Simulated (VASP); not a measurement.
Si4HO8, 26 atoms in the cell. The cell holds a sheet with vacuum, 26 atoms: a = 10.640 Å, b = 5.320 Å, c = 18.000 Å, α = 90.00°, β = 90.00°, γ = 120.00°. 

```yaml
Program: VASP 6.6.1
Task: single point
Functional: LDA
Potentials_or_basis: VASP PAW LDA potentials, release 64 (Si, O, H)
Cutoff: 520 eV
k_mesh: 2 × 4 × 1
Occupations: gaussian, width 0.01 eV
Spin: no spin polarisation
Dipole_correction: no
Further_INCAR_settings: LREAL = Auto; ALGO = Normal; EDIFF = 1e-06; NBANDS = 84
```

Potentials or basis: VASP PAW LDA potentials, release 64 (Si, O, H).

Run with:

```sh
$ cat potpaw_LDA.64/Si/POTCAR potpaw_LDA.64/O/POTCAR potpaw_LDA.64/H/POTCAR > POTCAR
$ mpirun -np 1 vasp_std > vasp.out
```

Hardware: 1 thread of AMD EPYC 7R13 Processor (Zen 3), with other jobs on the host.

Q: Estimate the wall time of this run.

A: Run time: 63 min on 1 thread of AMD EPYC 7R13 Processor (Zen 3) (shared host), peak memory 0.76 GiB. Counts: scf iterations 25, k points 6.
